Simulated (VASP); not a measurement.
# CaTi (P4/mmm) in VASP: a series of runs, part 2 of 2

VASP 6.6.1. Earlier steps stand in the parts before.

## (3) Single point, PBE

This run uses another cell than the first one, of 25.47 Å³/atom.

File INCAR:

```
SYSTEM = CaTi
PREC = Accurate
ENCUT = 500
EDIFF = 1E-6
ISMEAR = 0
SIGMA = 0.1
LREAL = .False.
LASPH = .True.
NELM = 120
ALGO = Normal
ISIF = 2
LWAVE = .False.
LCHARG = .False.
GGA = PE
NBANDS = 18
GGA_COMPAT = .False.
```

File KPOINTS:

```
regular mesh
0
Gamma
  6 6 4
  0 0 0
```

File POSCAR:

```
CaTi
1.0
    3.1740010215      0.0000000000      0.0000000000
    0.0000000000      3.1740010215      0.0000000000
    0.0000000000      0.0000000000      5.0563033770
Ca Ti
1 1
Direct
    0.5000000000      0.5000000000      0.5000000000
    0.0000000000      0.0000000000      0.0000000000
```

Potentials or basis: VASP PAW PBE potentials, release 64 (Ca_sv, Ti_sv).

On the command line:

```bash
cat potpaw_PBE.64/Ca_sv/POTCAR potpaw_PBE.64/Ti_sv/POTCAR > POTCAR
mpirun -np 1 vasp_std > vasp.out
```

OUTCAR:

```text
SYSTEM = CaTi
   PREC = Accurate
   ENCUT = 500
   EDIFF = 1E-6
   ISMEAR = 0
   LREAL = .False.
   LASPH = .True.
   NELM = 120
   ISIF = 2
   GGA = PE

 ion  position               nearest neighbor table
   1  0.500  0.500  0.500-
   2  0.000  0.000  0.000-

  LATTYP: Found a simple tetragonal cell.
 ALAT       =     3.1740010215
 C/A-ratio  =     1.5930377283

  Lattice vectors:

 A1 = (   3.1740010215,   0.0000000000,   0.0000000000)
 A2 = (   0.0000000000,   3.1740010215,   0.0000000000)
 A3 = (   0.0000000000,   0.0000000000,   5.0563033770)

Analysis of symmetry for initial positions (statically):
=====================================================================
 Subroutine PRICEL returns:
 Original cell was already a primitive cell.

 Routine SETGRP: Setting up the symmetry group for a
 simple tetragonal supercell.

 Subroutine GETGRP returns: Found 16 space group operations
 (whereof 16 operations were pure point group operations)
 out of a pool of 16 trial point group operations.

The static configuration has the point symmetry D_4h.

Analysis of symmetry for dynamics (positions and initial velocities):
=====================================================================
 Subroutine PRICEL returns:
 Original cell was already a primitive cell.

 Routine SETGRP: Setting up the symmetry group for a
 simple tetragonal supercell.

 Subroutine GETGRP returns: Found 16 space group operations
 (whereof 16 operations were pure point group operations)
 out of a pool of 16 trial point group operations.

The dynamic configuration has the point symmetry D_4h.

 Subroutine INISYM returns: Found 16 space group operations
 (whereof 16 operations are pure point group operations),
 and found     1 'primitive' translations

----------------------------------------------------------------------------------------

[... 109 lines left out ...]
   IALGO  =     38    algorithm
   IMIX   =      4    mixing-type and parameters
     AMIX     =   0.40;   BMIX     =  1.00
     AMIX_MAG =   1.60;   BMIX_MAG =  1.00
  volume/ion in A,a.u.               =      25.47       171.88
  Fermi-wavevector in a.u.,A,eV,Ry     =   1.237466  2.338472 20.834905  1.531322
  Thomas-Fermi vector in A             =   2.372032
   LORBIT       =      0    0 simple, 1 ext, 2 COOP (PROOUT), +10 PAW based schemes
   GGA     = PE    functional components
   LHFCALC =     F    Hartree Fock is set to
   AEXX    =    0.0000 exact exchange contribution
   IVDW    =     0    specifies the selected vdW correction
   LEPSILON=     F    determine dielectric tensor
   LRPA    =     F    only Hartree local field effects (RPA)
 non-spin polarized calculation
 Gauss-broadening in eV      SIGMA  =   0.10
  energy-cutoff  :      500.00
  volume of cell :       50.94
 maximum number of plane-waves:      1312
 NGX is ok and might be reduce to    24
   NGX = 11   NGY = 11   NGZ = 19

 number of electron      21.9999990 magnetization

 Free energy of the ion-electron system (eV)
  ---------------------------------------------------
  ext. energy  EPLUGINS =         0.00000000
  ---------------------------------------------------
  free energy    TOTEN  =        -8.38886312 eV

  energy without entropy =       -8.36766426  energy(sigma->0) =       -8.37826369

 E-fermi :   4.4493     XC(G=0):  -9.6200

 val. band max:        4.4195982897   @ k =   0.5000   0.3333   0.5000
 cond. band min:       4.4746771221   @ k =   0.5000   0.5000   0.5000
 fundamental gap:      0.0550788324
 Fermi energy:         4.4493236604

 k-point     1 :       0.0000    0.0000    0.0000
  band No.  band energies     occupation
      1     -52.6233      2.00000
      2     -36.1377      2.00000
      3     -28.9215      2.00000
      4     -28.7517      2.00000
      5     -28.7517      2.00000
      6     -17.1178      2.00000
[... 481 lines left out ...]
      5     -28.7394      2.00000
      6     -17.5146      2.00000
[... 10 lines left out ...]
     17       7.5503      0.00000
     18       9.1138      0.00000

 [... further k-points ...]

------------------------ aborting loop because EDIFF is reached ----------------------------------------

  FORCE on cell =-STRESS in cart. coord.  units (eV):
  Direction    XX          YY          ZZ          XY          YZ          ZX
  --------------------------------------------------------------------------------------
  -------------------------------------------------------------------------------------
  Total        0.0125445      0.0125445      0.0709946      0.0000000      0.0000000     -0.0000000
  in kB        0.3945619      0.3945619      2.2330004      0.0000000      0.0000000     -0.0000000
  external PRESSURE =       1.0073747 kB  Pullay stress =       0.0000000 kB

 VOLUME and BASIS-vectors are now :
 -----------------------------------------------------------------------------
  energy-cutoff  :      500.00
  volume of cell :       50.94
      direct lattice vectors                 reciprocal lattice vectors
     3.174001022  0.000000000  0.000000000     0.315059760  0.000000000  0.000000000
     0.000000000  3.174001022  0.000000000     0.000000000  0.315059760  0.000000000
     0.000000000  0.000000000  5.056303377     0.000000000  0.000000000  0.197772943

 POSITION                                       TOTAL-FORCE (eV/Angst)
 -----------------------------------------------------------------------------------
      1.58700      1.58700      2.52815         0.000000      0.000000      0.000000
      0.00000      0.00000      0.00000         0.000000      0.000000      0.000000
 -----------------------------------------------------------------------------------
    total drift:                                0.000000      0.000000     -0.000000

  FREE ENERGIE OF THE ION-ELECTRON SYSTEM (eV)
  ---------------------------------------------------
  free  energy   TOTEN  =        -8.3888631164 eV

  energy  without entropy=       -8.3676642592  energy(sigma->0) =       -8.37826369
```

OSZICAR:

```text
N       E                     dE             d eps       ncg     rms          rms(c)
DAV:   1     0.205744872713E+03    0.20574E+03   -0.11081E+04  1080   0.123E+03
DAV:   2     0.301273157632E+01   -0.20273E+03   -0.19988E+03  1102   0.371E+02
DAV:   3    -0.110589007577E+02   -0.14072E+02   -0.13839E+02  2060   0.843E+01
DAV:   4    -0.113693407794E+02   -0.31044E+00   -0.30897E+00  1288   0.126E+01
DAV:   5    -0.113854139301E+02   -0.16073E-01   -0.16041E-01  1800   0.190E+00    0.965E+00
DAV:   6    -0.112832338562E+02    0.10218E+00   -0.80433E+01  1366   0.347E+01    0.120E+01
DAV:   7    -0.843672615744E+01    0.28465E+01   -0.23796E+01  1322   0.213E+01    0.261E+00
DAV:   8    -0.843147674301E+01    0.52494E-02   -0.39117E-01  1324   0.290E+00    0.202E+00
DAV:   9    -0.838972177413E+01    0.41755E-01   -0.29846E-01  1250   0.383E+00    0.968E-01
DAV:  10    -0.838913187010E+01    0.58990E-03   -0.56082E-02  1790   0.126E+00    0.345E-01
DAV:  11    -0.838923449838E+01   -0.10263E-03   -0.60911E-03  1280   0.681E-01    0.173E-01
DAV:  12    -0.838882887567E+01    0.40562E-03   -0.14397E-03  1362   0.214E-01    0.645E-02
DAV:  13    -0.838887551450E+01   -0.46639E-04   -0.18340E-04  1546   0.106E-01    0.302E-02
DAV:  14    -0.838886413667E+01    0.11378E-04   -0.12146E-04  1284   0.754E-02    0.133E-02
DAV:  15    -0.838886312511E+01    0.10116E-05   -0.92188E-06  1070   0.186E-02    0.537E-03
DAV:  16    -0.838886311641E+01    0.87002E-08   -0.59890E-07   674   0.676E-03
   1 F= -.83888631E+01 E0= -.83782637E+01  d E =-.211989E-01
```

stdout:

```text
POSCAR found type information on POSCAR CaTi
 POSCAR found :  2 types and       2 ions
 scaLAPACK will be used
 LDA part: xc-table for (Slater+PW92), standard interpolation
 POSCAR, INCAR and KPOINTS ok, starting setup
 FFT: planning ... GRIDC
 FFT: planning ... GRID_SOFT
 FFT: planning ... GRID
 WAVECAR not read
 entering main loop
```

Wall time 17 s (1 thread of Intel Xeon Platinum 8375C at 2.90GHz (Ice Lake), shared host); peak memory 0.17 GiB.

Results:

| Item | Value |
| --- | --- |
| Free energy | -8.3889 eV |
| Pressure | 0.1 GPa |
| Band gap on the k mesh | zero (bands 11 and 12 overlap by 0.86 eV) |

## (4) Relaxation of cell and atoms, PBE

File INCAR:

```
SYSTEM = CaTi
PREC = Accurate
ENCUT = 500
EDIFF = 1E-7
ISMEAR = 0
SIGMA = 0.1
LREAL = .FALSE.
LASPH = .TRUE.
NELM = 120
ALGO = Normal
ISIF = 3
LWAVE = .FALSE.
LCHARG = .FALSE.
GGA = PE
IBRION = 2
NSW = 90
EDIFFG = -0.04
GGA_COMPAT = .FALSE.
NELMIN = 4
```

File KPOINTS:

```
Automatic mesh
0
G
  6 6 4
  0 0 0
```

File POSCAR:

```
CaTi
1.0
    3.2438008607      0.0000000000      0.0000000000
    0.0000000000      3.2438008607      0.0000000000
    0.0000000000      0.0000000000      4.2516961281
Ca Ti
1 1
Direct
    0.5000000000      0.5000000000      0.5000000000
    0.0000000000      0.0000000000      0.0000000000
```

On the command line:

```bash
cat potpaw_PBE.64/Ca_sv/POTCAR potpaw_PBE.64/Ti_sv/POTCAR > POTCAR
mpirun -np 1 vasp_std > vasp.out
```

Run time: 77 s. Hardware: 1 thread of Intel Xeon Platinum 8375C at 2.90GHz (Ice Lake), shared host; peak memory 0.16 GiB.

The run converged. Its results:

| Item | Value |
| --- | --- |
| Free energy | -8.3803 eV |
| Relaxed volume | 25.57 Å³/atom |
| Relaxed cell | a = 3.177 Å, b = 3.177 Å, c = 5.066 Å, α = 90.00°, β = 90.00°, γ = 90.00° |
| Space group after relaxing (to 0.1 Å) | P4/mmm (No. 123) |
| Energy gained by relaxing | 113.0 meV/atom |
| Ionic steps | 8 |
| Pressure after relaxing | -0.2 GPa |
| Band gap on the k mesh | zero (bands 11 and 12 overlap by 0.85 eV) |

Stress tensor (GPa, compression positive):
```
-0.12  0.00  0.00
 0.00 -0.12  0.00
 0.00  0.00 -0.24
```

The path:
| step | energy change (eV) | largest force (eV/Å) | pressure (GPa) | volume (Å³) |
| --- | --- | --- | --- | --- |
| 1 | 0.0000 | 0.0000 | 7.18 | 44.74 |
| 2 | -0.1608 | 0.0000 | 0.09 | 51.53 |
| 3 | -0.1618 | 0.0000 | -0.45 | 52.26 |
| 4 | -0.1784 | 0.0000 | -0.44 | 52.14 |
| 5 | -0.2149 | 0.0000 | -0.33 | 51.68 |
| 6 | -0.1909 | 0.0000 | 0.29 | 50.17 |
| 7 | -0.2254 | 0.0000 | -0.20 | 51.28 |
| 8 | -0.2259 | 0.0000 | -0.16 | 51.14 |

Final structure:
```cif
data_structure
_symmetry_space_group_name_H-M 'P 1'
_symmetry_Int_Tables_number 1
_cell_length_a 3.1773
_cell_length_b 3.1773
_cell_length_c 5.0663
_cell_angle_alpha 90.000
_cell_angle_beta 90.000
_cell_angle_gamma 90.000
_cell_volume 51.14
loop_
_atom_site_label
_atom_site_type_symbol
_atom_site_fract_x
_atom_site_fract_y
_atom_site_fract_z
_atom_site_occupancy
Ca1 Ca 0.50000 0.50000 0.50000 1
Ti1 Ti 0.00000 0.00000 0.00000 1
```

Levels at points of the mesh, in eV from the Fermi level:
```csv
k point,band 8,band 9,band 10,band 11,band 12,band 13,band 14,band 15
"(0.00, 0.00, 0.00)",-21.42,-4.82,-1.39,-0.51,1.17,1.36,1.36,2.07
"(0.50, 0.00, 0.00)",-21.37,-1.52,-1.08,-0.27,0.08,0.80,1.36,1.69
"(0.50, 0.50, 0.00)",-21.44,-1.24,-1.20,-0.50,-0.50,2.72,2.75,2.87
"(0.00, 0.00, 0.50)",-21.42,-3.47,-2.89,-0.33,0.40,1.51,1.51,1.73
"(0.50, 0.00, 0.50)",-21.37,-1.71,-1.30,0.35,0.43,0.79,1.26,1.51
"(0.50, 0.50, 0.50)",-21.45,-0.85,-0.22,0.02,0.02,1.14,1.18,1.18
```

Caveat: the k points lie up to 0.33 Å⁻¹ apart in the final cell, too coarse for converged energies and pressures of a metal; a cell axis changed by over 15 % at a fixed basis, so the end point is rough.

## (5) The runs side by side

```tsv
task	cell	gap on the mesh (eV)	pressure (GPa)
single point	a = 3.244, b = 3.244, c = 4.252 Å, 2 atoms	none	7.2
single point	a = 3.174, b = 3.174, c = 5.056 Å, 2 atoms	none	0.1
relaxation of cell and atoms	relaxed from a = 3.244, b = 3.244, c = 4.252 Å, 2 atoms	none	-0.2
```

Alike in all rows: level PBE; potentials or basis VASP PAW PBE potentials, release 64 (Ca_sv, Ti_sv); no spin polarisation; k mesh 6 × 6 × 4; cutoff (eV) 500; smearing gaussian 0.1 eV.

Caveats: some runs use coarse meshes; a cell axis changed by over 15 % at a fixed basis, so the end point is rough (at least some runs).

Total energies depend on the potentials used, so only differences within one code and one set of settings carry meaning.
